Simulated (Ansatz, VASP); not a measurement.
Two plane-wave programs on AlIn3As4

Contents of INCAR:

```
SYSTEM = AlIn3As4
PREC = Accurate
ENCUT = 520
EDIFF = 1E-6
ISMEAR = 0
SIGMA = 0.1
LREAL = .FALSE.
LASPH = .TRUE.
NELM = 60
ALGO = Normal
ISIF = 2
LWAVE = .FALSE.
LCHARG = .TRUE.
GGA = PE
LELF = .TRUE.
LVHAR = .TRUE.
NBANDS = 41
```

Contents of KPOINTS:

```
regular mesh
0
G
  4 4 4
  0 0 0
```

POSCAR

```
AlIn3As4
1.0
   -3.0322460000      3.0322460000      6.0593820000
    3.0322460000     -3.0322460000      6.0593820000
    3.0322460000      3.0322460000     -6.0593820000
Al In As
1 3 4
Direct
    0.0000000000      0.0000000000      0.0000000000
    0.2500000000      0.7500000000      0.5000000000
    0.5000000000      0.5000000000      0.0000000000
    0.7500000000      0.2500000000      0.5000000000
    0.1171520000      0.1171520000      0.4734450000
    0.3562930000      0.8828480000      0.0000000000
    0.6437070000      0.6437070000      0.5265550000
    0.8828480000      0.3562930000      0.0000000000
```

Input for Ansatz:

```yaml
crystal:
  lattice:
    - [-3.032246, 3.032246, 6.059382]
    - [3.032246, -3.032246, 6.059382]
    - [3.032246, 3.032246, -6.059382]
  atoms:
    - { symbol: Al, position: [0.0, 0.0, 0.0] }
    - { symbol: In, position: [0.25, 0.75, 0.5] }
    - { symbol: In, position: [0.5, 0.5, 0.0] }
    - { symbol: In, position: [0.75, 0.25, 0.5] }
    - { symbol: As, position: [0.117152, 0.117152, 0.473445] }
    - { symbol: As, position: [0.356293, 0.882848, 0.0] }
    - { symbol: As, position: [0.643707, 0.643707, 0.526555] }
    - { symbol: As, position: [0.882848, 0.356293, 0.0] }
basis:
  ecutwfc: 420
kpoints:
  mp_grid: { grid: [4, 4, 4] }
hamiltonian:
  xc: pbe
scf:
  occupations: { method: gaussian, width: 0.1 }
  lower_state_search: "off"
output:
  forces: true
  stress: true
  eigenvalues: true
```

Alike in both runs: task single point; functional PBE; k mesh 4 × 4 × 4; occupations gaussian, width 0.1 eV; no spin polarisation.

|  | VASP | Ansatz |
| --- | --- | --- |
| version | VASP 6.6.1 | Ansatz 0.2.0 |
| potentials or method | VASP PAW PBE potentials, release 64 (Al, In_d, As), cutoff 520 eV | scalar-relativistic, plane waves, PAW |
| valence electrons in the cell | 62 | 102 |

```csv
,VASP,Ansatz,Ansatz less VASP
gap on the k mesh at the Fermi level (eV),none,none,-
pressure (GPa),0.1,0.1,-0.06
```

A gap of «none» marks a metal or a gap that the smearing closes. VASP's potentials hold 62 valence electrons a cell and Ansatz's 102, so a difference there can come from the potentials and not from the codes.

The k mesh is coarse, so the values compare programs but aren't converged.
